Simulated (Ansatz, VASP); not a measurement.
## Two plane-wave programs on Ru

Contents of INCAR:

```
SYSTEM = Ru
ALGO     = Fast           ! electronic algorithm
EDIFF    = 1E-7           ! SCF threshold, eV
ENCUT    = 520            ! plane-wave cutoff, eV
ISIF     = 2              ! what is computed and relaxed
ISMEAR   = 0              ! smearing method
LASPH    = .True.         ! aspherical terms in the spheres
LCHARG   = .False.        ! write CHGCAR
LREAL    = .False.        ! projectors in reciprocal space
LWAVE    = .False.        ! write WAVECAR
NBANDS   = 21             ! bands
NELM     = 60             ! most SCF steps
PREC     = Accurate       ! precision mode
SIGMA    = 0.15           ! smearing width, eV
```

The input KPOINTS:

```
k-points
0
Gamma
  21 21 10
  0 0 0
```

Contents of POSCAR:

```
Ru
1.0
    2.6740588025      0.0000000000      0.0000000000
   -1.3370294013      2.3158028542      0.0000000000
    0.0000000000      0.0000000000      4.2267610266
Ru
2
Direct
    0.3484468824      0.6968937647      0.2500000000
    0.6515531176      0.3031062353      0.7500000000
```

Input for Ansatz:

```yaml
crystal:
  lattice:
    - [2.6740588025, 0.0, 0.0]
    - [-1.3370294013, 2.3158028542, 0.0]
    - [0.0, 0.0, 4.2267610266]
  atoms:
    - { symbol: Ru, position: [0.3484468824, 0.6968937647, 0.25] }
    - { symbol: Ru, position: [0.6515531176, 0.3031062353, 0.75] }
basis:
  ecutwfc: 420
kpoints:
  mp_grid: { grid: [21, 21, 10] }
hamiltonian:
  xc: lda
  pseudopotentials: { kind: paw, azcp: { folder: soft_1 } }
scf:
  occupations: { method: gaussian, width: 0.15 }
output:
  forces: true
  stress: true
  eigenvalues: true
```

Change from the starting cell: mode 5 frozen in at +0.070 Å, equal normal strain along x and y +0.0000.

Alike in both runs: task single point; functional LDA; k mesh 21 × 21 × 10; occupations gaussian, width 0.15 eV; no spin polarisation.

|  | VASP | Ansatz |
| --- | --- | --- |
| version | VASP 6.6.1 | Ansatz 0.2.0 |
| potentials or method | VASP PAW LDA potentials, release 64 (Ru_pv), cutoff 520 eV | scalar-relativistic, plane waves, PAW |
| valence electrons in the cell | 28 | 32 |

Ansatz gave:

| Property | Result |
| --- | --- |
| gap on the k mesh at the Fermi level (eV) | none |
| pressure (GPa) | 1.2 |
| traceless stress, the component that is largest in VASP (GPa) | -3.11 |
| rms of the force components (eV/Å) | 0.598 |

Q: What did VASP give for the same quantities?

A: gap on the k mesh at the Fermi level (eV): none; pressure (GPa): 2.1; traceless stress, the component that is largest in VASP (GPa): -3.23; rms of the force components (eV/Å): 0.602.

Ansatz warns that its potentials were made for another functional, while VASP's fit it. LDA's correlation is that of Perdew and Zunger in VASP and of Perdew and Wang (1992) in Ansatz. Atom by atom the forces differ by 0.004 eV/Å (rms over components). A gap of «none» marks a metal or a gap that the smearing closes. VASP's potentials hold 28 valence electrons a cell and Ansatz's 32, so a difference there can come from the potentials and not from the codes.
